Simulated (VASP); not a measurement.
Here is a VASP 6.6.1 calculation.

The input INCAR:

```
SYSTEM = Ti2O
PREC = Accurate
ENCUT = 520
EDIFF = 1E-7
ISMEAR = 0
SIGMA = 0.15
LREAL = .False.
LASPH = .True.
NELM = 80
ALGO = Normal
ISIF = 2
LWAVE = .False.
LCHARG = .False.
GGA = PS
NBANDS = 22
```

KPOINTS

```
regular mesh
0
Gamma
  12 12 8
  0 0 0
```

POSCAR

```
Ti2O
1.0
    2.9528698029     -0.0000047264     -0.0000237301
   -1.4764389946      2.5579636017      0.0002657924
   -0.0000379603      0.0004690377      4.7243010652
Ti O
2 1
Direct
    0.6666303385      0.3332364416      0.2626074630
    0.3333689824      0.6667649596      0.7373921253
    0.0000006792     -0.0000014012      0.0000004118
```

Potentials or basis: VASP PAW PBE potentials, release 64 (Ti_sv, O).

Launch:

```bash
$ cat potpaw_PBE.64/Ti_sv/POTCAR potpaw_PBE.64/O/POTCAR > POTCAR
$ mpirun -np 1 vasp_std > vasp.out
```

Question: What does it give for the largest force?

Answer: 0.053 eV/Å.

Question: Estimate the pressure.

Answer: 0.3 GPa.

Question: Estimate the band gap on the k mesh.

Answer: Zero (bands 15 and 16 overlap by 0.75 eV).

Forces on the atoms (eV/Å):
```
Ti   0.000  0.000  0.053
Ti   0.000  0.000 -0.053
O    0.000  0.000  0.000
```

Caveat: the PAW data sets were made with another functional, which shifts forces and pressure a little.
